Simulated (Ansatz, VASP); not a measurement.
# One calculation of BP, two programs

The input POSCAR:

```
BP
1.0
    0.0000000000      2.2916900000      2.2690000000
    2.2690000000      0.0000000000      2.2690000000
    2.2690000000      2.2916900000      0.0000000000
B P
1 1
Direct
    0.0000000000      0.0000000000      0.0000000000
    0.7500000000      0.7500000000      0.7500000000
```

Contents of INCAR.step1:

```
ALGO = Normal
EDIFF = 1E-4
ENCUT = 520
GGA = PE
ISMEAR = 0
LASPH = True
LCHARG = False
LREAL = False
LWAVE = True
NBANDS = 11
NELM = 80
PREC = Accurate
SIGMA = 0.05
```

Contents of INCAR.step2:

```
ALGO = Normal
EDIFF = 1E-6
ENCUT = 520
ISIF = 2
ISMEAR = 0
ISTART = 1
LASPH = True
LCHARG = False
LMIXTAU = True
LREAL = False
LWAVE = False
METAGGA = R2SCAN
NBANDS = 11
NELM = 80
PREC = Accurate
SIGMA = 0.05
```

File KPOINTS:

```
k-points
0
Gamma
  10 10 10
```

Input for Ansatz:

```yaml
crystal:
  lattice:
    - [0.0, 2.29169, 2.269]
    - [2.269, 0.0, 2.269]
    - [2.269, 2.29169, 0.0]
  atoms:
    - { symbol: B, position: [0.0, 0.0, 0.0] }
    - { symbol: P, position: [0.75, 0.75, 0.75] }
basis:
  ecutwfc: 500
kpoints:
  mp_grid: { grid: [10, 10, 10] }
hamiltonian:
  xc: r2scan
scf:
  occupations: { method: gaussian, width: 0.05 }
output:
  forces: true
  stress: true
  eigenvalues: true
  write_density: true
  write_potential: true
  elf: true
  volumetric_format: npy
```

Change from the starting cell: strain +0.0100 x Voigt [0, 1, 0, 0, 0, 0], atoms carried along.

Alike in both runs: task single point; functional r2SCAN; k mesh 10 × 10 × 10; occupations gaussian, width 0.05 eV; no spin polarisation.

|  | VASP | Ansatz |
| --- | --- | --- |
| version | VASP 6.6.1 | Ansatz 0.2.0 |
| potentials or method | VASP PAW PBE potentials, release 64 (B, P), cutoff 520 eV | scalar-relativistic, plane waves, PAW |
| valence electrons in the cell | 8 | 8 |

Ansatz gave:

```
gap on the k mesh at the Fermi level (eV)                     : 1.35
least direct gap on the mesh (eV)                             : 3.53
pressure (GPa)                                                : -1.8
traceless stress, the component that is largest in VASP (GPa) : -1.92
```

Question: Which values does VASP return?

Answer: gap on the k mesh at the Fermi level (eV): 1.38; least direct gap on the mesh (eV): 3.57; pressure (GPa): -2.3; traceless stress, the component that is largest in VASP (GPa): -1.92.

VASP's potentials were made for PBE, not for r2SCAN. With one functional, cell and mesh, what is left measures potentials, basis and numerics.
